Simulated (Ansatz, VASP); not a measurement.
Lu in VASP and in Ansatz

```
CELL_PARAMETERS angstrom
3.13239 0.00000 0.00000
0.00000 3.13239 0.00000
0.00000 0.00000 3.13239
ATOMIC_POSITIONS crystal
Lu 0.00000 0.00000 0.00000
```

Alike in both runs: task single point; functional RPBE; k mesh 11 × 11 × 11; occupations fermi-dirac, width 0.1 eV; no spin polarisation.

```csv
,VASP,Ansatz
version,VASP 6.6.1,Ansatz 0.2.0
potentials or method,"VASP PAW PBE potentials, release 64 (Lu), cutoff 520 eV","plane waves (420 eV) with PAW, scalar-relativistic"
valence electrons in the cell,25,25
```

Ansatz gave:

```
pressure (GPa) : 4.1
```

Question: Which values does VASP return?

Answer: Pressure (GPa): 4.2.

VASP's potentials were made for PBE, not for RPBE. The functional is the same, so the differences come from potentials, cutoffs and numerics.

Spin-orbit coupling is off throughout.
